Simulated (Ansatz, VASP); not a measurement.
**W: VASP beside Ansatz**

```
W
1.0
    -1.67717    1.67717    1.59730
     1.67717   -1.67717    1.59730
     1.67717    1.67717   -1.59730
W
1
Direct
  0.00000 0.00000 0.00000
```

Change from the starting cell: strain +0.050 along x and y, +0.000 along z, atoms carried along.

Alike in both runs: task single point; functional PBE; k mesh 20 × 20 × 20; occupations fermi-dirac, width 0.4 eV; no spin polarisation.

|  | VASP | Ansatz |
| --- | --- | --- |
| version | VASP 6.6.1 | Ansatz 0.2.0 |
| potentials or method | VASP PAW PBE potentials, release 64 (W_sv), cutoff 520 eV | scalar-relativistic, plane waves, PAW |
| valence electrons in the cell | 14 | 14 |

|  | VASP | Ansatz | Ansatz less VASP |
| --- | --- | --- | --- |
| gap on the k mesh at the Fermi level (eV) | none | none | - |
| pressure (GPa) | -23.6 | -23.8 | -0.25 |
| traceless stress, the component that is largest in VASP (GPa) | 6.26 | 6.27 | +0.003 |

A gap of «none» marks a metal or a gap that the smearing closes. With one functional, cell and mesh, what is left measures potentials, basis and numerics.

Spin-orbit coupling is off throughout.
